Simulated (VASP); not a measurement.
# Hf in VASP: relaxation of the atoms with LDA

Aim: the relaxation of the atoms of Hf with LDA.

Everything below comes from runs of VASP 6.6.1. Logs are shortened: lines on timing, memory, paths and dates and some standing lists are left out, and cuts for length are marked.

**1. The cell of the first run**

The cell holds a slab with vacuum, 2 atoms: a = 3.119 Å, b = 4.942 Å, c = 16.900 Å, α = 90.00°, β = 90.00°, γ = 90.00°.

**2. Relaxation of the atoms, LDA**

INCAR

```
  PREC = Accurate
  ENCUT = 520
  EDIFF = 1E-7
  ISMEAR = -1
  SIGMA = 0.05
  LREAL = F
  LASPH = T
  NELM = 80
  ALGO = Normal
  ISIF = 2
  LWAVE = F
  LCHARG = F
  LDIPOL = T
  IDIPOL = 3
  DIPOL = 0.5 0.5 0.500
  IBRION = 2
  NSW = 32
  EDIFFG = -0.01
```

KPOINTS

```
regular mesh
0
Gamma
  12 8 1
```

POSCAR

```
Hf
1.0
    3.1190139515      0.0000000000      0.0000000000
    0.0000000000      4.9418267774      0.0000000000
    0.0000000000      0.0000000000     16.9004000000
Hf
2
Direct
    0.7500000000      0.7500000000      0.4774358356
    0.2500000000      0.2500000000      0.5225641644
```

Potentials or basis: VASP PAW LDA potentials, release 64 (Hf_pv).

On the command line:

```bash
cat potpaw_LDA.64/Hf_pv/POTCAR > POTCAR
mpirun -np 1 vasp_std > vasp.out
```

OUTCAR:

```text
PREC = Accurate
   ENCUT = 520
   EDIFF = 1E-7
   ISMEAR = -1
   LREAL = F
   LASPH = T
   NELM = 80
   ISIF = 2
   IBRION = 2
   NSW = 32
   EDIFFG = -0.01

 ion  position               nearest neighbor table
   1  0.750  0.750  0.477-   2 3.02   2 3.02   2 3.02   2 3.02
   2  0.250  0.250  0.523-   1 3.02   1 3.02   1 3.02   1 3.02

  LATTYP: Found a simple orthorhombic cell.
 ALAT       =     3.1190139515
 B/A-ratio  =     1.5844195808
 C/A-ratio  =     5.4185073433

  Lattice vectors:

 A1 = (   3.1190139515,   0.0000000000,   0.0000000000)
 A2 = (   0.0000000000,   4.9418267774,   0.0000000000)
 A3 = (   0.0000000000,   0.0000000000,  16.9004000000)

Analysis of symmetry for initial positions (statically):
=====================================================================
 Subroutine PRICEL returns:
 Original cell was already a primitive cell.

 Routine SETGRP: Setting up the symmetry group for a
 simple orthorhombic supercell.

 Subroutine GETGRP returns: Found  8 space group operations
 (whereof  2 operations were pure point group operations)
 out of a pool of  8 trial point group operations.

The static configuration has the point symmetry S_2 .
 The point group associated with its full space group is D_2h.

Analysis of symmetry for dynamics (positions and initial velocities):
=====================================================================
 Subroutine PRICEL returns:
 Original cell was already a primitive cell.

 Routine SETGRP: Setting up the symmetry group for a
 simple orthorhombic supercell.

 Subroutine GETGRP returns: Found  8 space group operations
 (whereof  2 operations were pure point group operations)
 out of a pool of  8 trial point group operations.

The dynamic configuration has the point symmetry S_2 .
 The point group associated with its full space group is D_2h.

 Subroutine INISYM returns: Found  8 space group operations
 (whereof  2 operations are pure point group operations),
 and found     1 'primitive' translations

----------------------------------------------------------------------------------------

                                     Primitive cell

  volume of cell :     260.4965

  direct lattice vectors                    reciprocal lattice vectors
     3.119013951  0.000000000  0.000000000     0.320614148  0.000000000  0.000000000
     0.000000000  4.941826777  0.000000000     0.000000000  0.202354321  0.000000000
     0.000000000  0.000000000 16.900400000     0.000000000  0.000000000  0.059170197

  length of vectors
     3.119013951  4.941826777 16.900400000     0.320614148  0.202354321  0.059170197

  position of ions in fractional coordinates (direct lattice)
     0.750000000  0.750000000  0.477435836
     0.250000000  0.250000000  0.522564164

  ion indices of the primitive-cell ions
   primitive index   ion index
                 1           1
                 2           2

----------------------------------------------------------------------------------------

 KPOINTS: regular mesh

Automatic generation of k-mesh.
 Grid dimensions read from file:
 generate k-points for:   12    8    1

 Generating k-lattice:

  Cartesian coordinates                     Fractional coordinates (reciprocal lattice)
     0.026717846  0.000000000  0.000000000     0.083333333  0.000000000  0.000000000
     0.000000000  0.025294290  0.000000000     0.000000000  0.125000000  0.000000000
     0.000000000  0.000000000  0.059170197     0.000000000  0.000000000  1.000000000

  Length of vectors
     0.026717846  0.025294290  0.059170197

  Shift w.r.t. Gamma in fractional coordinates (k-lattice)
     0.000000000  0.000000000  0.000000000

 Subroutine IBZKPT returns following result:
 ===========================================

 Found     35 irreducible k-points:

 Following reciprocal coordinates:
            Coordinates               Weight
  0.000000  0.000000  0.000000      1.000000
  0.083333  0.000000  0.000000      2.000000
  0.166667  0.000000  0.000000      2.000000
  0.250000  0.000000  0.000000      2.000000
  0.333333  0.000000  0.000000      2.000000
  0.416667  0.000000  0.000000      2.000000
[... 16 lines left out ...]
  0.083333  0.375000  0.000000      4.000000
  0.166667  0.375000  0.000000      4.000000
 [... further k-points ...]
   k-points           NKPTS =     35   k-points in BZ     NKDIM =     35   number of bands    NBANDS=     14
   number of dos      NEDOS =    301   number of ions     NIONS =      2
   total plane-waves  NPLWV = 120960
   dimension x,y,z NGX =    24 NGY =   40 NGZ =  126
   dimension x,y,z NGXF=    48 NGYF=   80 NGZF=  252
   ions per type =               2
   NGX,Y,Z   is equivalent  to a cutoff of  12.79, 13.46, 12.39 a.u.
   NGXF,Y,Z  is equivalent  to a cutoff of  25.58, 26.91, 24.79 a.u.
 SYSTEM =  unknown system
   PREC   = accura    normal or accurate (medium, high low for compatibility)
   ISTART =      0    job   : 0-new  1-cont  2-samecut
   ICHARG =      2    charge: 1-file 2-atom 10-const
   ISPIN  =      1    spin polarized calculation?
   LNONCOLLINEAR =      F non collinear calculations
   LSORBIT =      F    spin-orbit coupling
   LASPH  =      T    aspherical Exc in radial PAW
   ENCUT  =  520.0 eV  38.22 Ry    6.18 a.u.   5.80  9.19 31.42*2*pi/ulx,y,z
   NELM   =     80;   NELMIN=  2; NELMDL= -5     # of ELM steps
   EDIFF  = 0.1E-06   stopping-criterion for ELM
   LREAL  =      F    real-space projection
   EDIFFG = -.1E-01   stopping-criterion for IOM
   NSW    =     32    number of steps for IOM
   IBRION =      2    ionic relax: 0-MD 1-quasi-New 2-CG
   NFREE  =      1    steps in history (QN), initial steepest desc. (CG)
   ISIF   =      2    stress and relaxation
   ISYM   =      2    0-nonsym 1-usesym 2-fastsym
   POTIM  = 0.5000    time-step for ionic-motion
   TEBEG  =    0.0;   TEEND  =   0.0 temperature during run
   PSTRESS=    0.0 pullay stress
   NELECT =      20.0000    total number of electrons
   NUPDOWN=      -1.0000    fix difference up-down
   EMIN   =  10.00;   EMAX   =-10.00  energy-range for DOS
   EFERMI =   0.00;   METHOD = LEGACY
   ISMEAR =    -1;   SIGMA  =   0.05  broadening in eV -4-tet -1-fermi 0-gaus
   EFERMI_NEDOS =   21; number of points for ismear=-14 and -15
   IALGO  =     38    algorithm
   IMIX   =      4    mixing-type and parameters
     AMIX     =   0.40;   BMIX     =  1.00
     AMIX_MAG =   1.60;   BMIX_MAG =  1.00
  volume/ion in A,a.u.               =     130.25       878.96
  Fermi-wavevector in a.u.,A,eV,Ry     =   0.695800  1.314871  6.587086  0.484137
  Thomas-Fermi vector in A             =   1.778673
   LORBIT       =      0    0 simple, 1 ext, 2 COOP (PROOUT), +10 PAW based schemes
   GGA     = CA    functional components
   LHFCALC =     F    Hartree Fock is set to
   AEXX    =    0.0000 exact exchange contribution
   IVDW    =     0    specifies the selected vdW correction
   LEPSILON=     F    determine dielectric tensor
   LRPA    =     F    only Hartree local field effects (RPA)
 conjugate gradient relaxation of ions
 non-spin polarized calculation
  energy-cutoff  :      520.00
  volume of cell :      260.50
 maximum number of plane-waves:      7058
 NGX is ok and might be reduce to    24
   NGX = 11   NGY = 19   NGZ = 63

--------------------------------------- Ionic step        1  -------------------------------------------

 number of electron      20.0000000 magnetization

 Free energy of the ion-electron system (eV)
  ---------------------------------------------------
  ext. energy  EPLUGINS =         0.00000000
  ---------------------------------------------------
  free energy    TOTEN  =       -16.80846990 eV

  energy without entropy =      -16.77643005  energy(sigma->0) =      -16.79244998

------------------------ aborting loop because EDIFF is reached ----------------------------------------

  FORCE on cell =-STRESS in cart. coord.  units (eV):
  Direction    XX          YY          ZZ          XY          YZ          ZX
  --------------------------------------------------------------------------------------
  -------------------------------------------------------------------------------------
  Total       -6.0444503     -6.1105721     -0.0198550     -0.0000000      0.0000000      0.0000000
  in kB      -37.1762493    -37.5829299     -0.1221178     -0.0000000      0.0000000      0.0000000
  external PRESSURE =     -24.9604323 kB  Pullay stress =       0.0000000 kB
[... 17 lines left out ...]
  FREE ENERGIE OF THE ION-ELECTRON SYSTEM (eV)
  ---------------------------------------------------
  free  energy   TOTEN  =       -16.8084699020 eV

  energy  without entropy=      -16.7764300540  energy(sigma->0) =      -16.79244998

 dipolmoment           0.000000      0.000000      0.000000 electrons x Angstroem

--------------------------------------- Ionic step        2  -------------------------------------------

 number of electron      20.0000000 magnetization

------------------------ aborting loop because EDIFF is reached ----------------------------------------
[... 67 lines left out ...]
--------------------------------------- Ionic step        4  -------------------------------------------

 number of electron      20.0000000 magnetization

 dipolmoment           0.000000      0.000000     -0.000000 electrons x Angstroem

 Free energy of the ion-electron system (eV)
  ---------------------------------------------------
  ext. energy  EPLUGINS =         0.00000000
  ---------------------------------------------------
  free energy    TOTEN  =       -16.80869705 eV

  energy without entropy =      -16.77659408  energy(sigma->0) =      -16.79264557

 E-fermi :  -2.7671     XC(G=0):  -3.1605

 val. band max:       -2.7699545652   @ k =   0.3333   0.1250   0.0000
 cond. band min:      -2.7374045956   @ k =   0.0833   0.0000   0.0000
 fundamental gap:      0.0325499696
 Fermi energy:        -2.7671064397

 k-point     1 :       0.0000    0.0000    0.0000
  band No.  band energies     occupation
      1     -33.7440      2.00000
      2     -33.5678      2.00000
      3     -33.5164      2.00000
      4     -33.2182      2.00000
      5     -32.9719      2.00000
      6     -32.9101      2.00000
      7      -7.9081      2.00000
      8      -5.1561      2.00000
      9      -2.7856      1.18305
     10      -2.6702      0.25151
     11      -2.5504      0.02588
     12      -1.3692      0.00000
     13      -1.2880      0.00000
     14      -0.6984      0.00000
[... 377 lines left out ...]
      1     -33.6364      2.00000
      2     -33.5680      2.00000
      3     -33.4509      2.00000
      4     -33.2919      2.00000
      5     -33.1717      2.00000
      6     -33.0248      2.00000
      7      -6.0988      2.00000
      8      -4.6417      2.00000
      9      -3.1183      1.99822
     10      -3.0831      1.99640
     11      -2.6584      0.20429
     12      -2.1676      0.00001
     13      -1.5795      0.00000
     14      -1.2411      0.00000

 [... further k-points ...]

------------------------ aborting loop because EDIFF is reached ----------------------------------------

 vacuum level on the upper side and lower side of the slab       (xc-potential included)        -0.059        -0.059

  FORCE on cell =-STRESS in cart. coord.  units (eV):
  Direction    XX          YY          ZZ          XY          YZ          ZX
  --------------------------------------------------------------------------------------
  -------------------------------------------------------------------------------------
  Total       -6.0041254     -6.0116279     -0.0128332      0.0000000      0.0000000      0.0000000
  in kB      -36.9282322    -36.9743763     -0.0789301      0.0000000      0.0000000      0.0000000
  external PRESSURE =     -24.6605128 kB  Pullay stress =       0.0000000 kB
[... 17 lines left out ...]
  FREE ENERGIE OF THE ION-ELECTRON SYSTEM (eV)
  ---------------------------------------------------
  free  energy   TOTEN  =       -16.8086970496 eV

  energy  without entropy=      -16.7765940829  energy(sigma->0) =      -16.79264557

 reached required accuracy - stopping structural energy minimisation

 vacuum level on the upper side and lower side of the slab         1.669         1.669
```

It took 5.5 min on 1 thread of Intel Xeon Platinum 8488C (Sapphire Rapids), shared host; peak memory 0.34 GiB.

What came out:

| Property | Result |
| --- | --- |
| Free energy | -16.8087 eV |
| Energy gained by relaxing | 0.1 meV/atom |
| Ionic steps | 4 |
| Largest force after relaxing | 0.008 eV/Å |
| Band gap on the k mesh | zero (bands 10 and 11 overlap by 0.18 eV) |

Forces on the atoms (eV/Å):
```
Hf   0.000  0.000  0.008
Hf   0.000  0.000 -0.008
```

Step by step:
```tsv
step	energy change (eV)	largest force (eV/Å)	pressure (GPa)
1	0.0000	0.0183	-2.50
2	0.0000	0.0171	-2.49
3	-0.0001	0.0137	-2.48
4	-0.0002	0.0080	-2.47
```

Final structure:
```
CELL_PARAMETERS angstrom
3.11901 0.00000 0.00000
0.00000 4.94183 0.00000
0.00000 0.00000 16.90040
ATOMIC_POSITIONS crystal
Hf 0.75000 0.75000 0.47796
Hf 0.25000 0.25000 0.52204
```

Caveat: spin-orbit coupling is left out, which moves the levels of the heavy elements.

The gap in the log of VASP goes by the Fermi energy; the results here count the filled bands.